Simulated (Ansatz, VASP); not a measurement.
## Two plane-wave programs on CoW3

```
Co W
1.0
     3.95470    0.00000    0.00000
     0.00000    3.95470    0.00000
     0.00000    0.00000    3.66533
Co W
1 3
Direct
  0.00000 0.00000 0.00000
  0.00000 0.50000 0.50000
  0.50000 0.00000 0.50000
  0.50000 0.50000 0.00000
```

Change from the starting cell: strain +0.025 along x and y, -0.050 along z, atoms carried along.

Alike in both runs: task single point; functional PBEsol; k mesh 12 × 12 × 12; occupations gaussian, width 0.15 eV; no spin polarisation.

|  | VASP | Ansatz |
| --- | --- | --- |
| version | VASP 6.6.1 | Ansatz 0.2.0 |
| potentials or method | VASP PAW PBE potentials, release 64 (Co, W_sv), cutoff 520 eV | scalar-relativistic, plane waves, PAW |
| valence electrons in the cell | 51 | 59 |

```csv
,VASP,Ansatz,Ansatz less VASP
gap on the k mesh at the Fermi level (eV),none,none,-
pressure (GPa),1.5,0.8,-0.68
"traceless stress, the component that is largest in VASP (GPa)",0.24,0.38,+0.145
```

VASP's potentials were made for PBE, not for PBEsol. A gap of «none» marks a metal or a gap that the smearing closes. VASP's potentials hold 51 valence electrons a cell and Ansatz's 59, so a difference there can come from the potentials and not from the codes.

Neither program's run includes spin-orbit coupling.
